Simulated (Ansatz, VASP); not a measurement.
BN: VASP beside Ansatz

```
B N
1.0
     0.00000    3.49532    2.16609
     1.25163    0.00000    2.16609
     1.25163    3.49532    0.00000
B N
1 1
Cartesian
  1.2516 3.4953 0.0002
  1.2516 3.4953 2.8881
```

Alike in both runs: task relaxation of cell and atoms; functional LDA; k mesh 12 × 12 × 12; occupations gaussian, width 0.02 eV; no spin polarisation.

|  | VASP | Ansatz |
| --- | --- | --- |
| version | VASP 6.6.1 | Ansatz 0.2.0 |
| potentials or method | VASP PAW LDA potentials, release 64 (B, N), cutoff 600 eV | scalar-relativistic, plane waves, PAW |
| valence electrons in the cell | 8 | 8 |

|  | VASP | Ansatz | Ansatz less VASP |
| --- | --- | --- | --- |
| gap on the k mesh at the Fermi level, each at its own relaxed structure (eV) | 3.31 | 3.40 | +0.085 |
| relaxed volume (Å³/atom) | 8.71 | 8.79 | +0.079 |
| relaxed length of the cell vector where the two differ most in proportion (Å) | 3.476 | 3.507 | +0.0315 |

Ansatz warns that its potentials were made for another functional, while VASP's fit it. LDA's correlation is that of Perdew and Zunger in VASP and of Perdew and Wang (1992) in Ansatz.
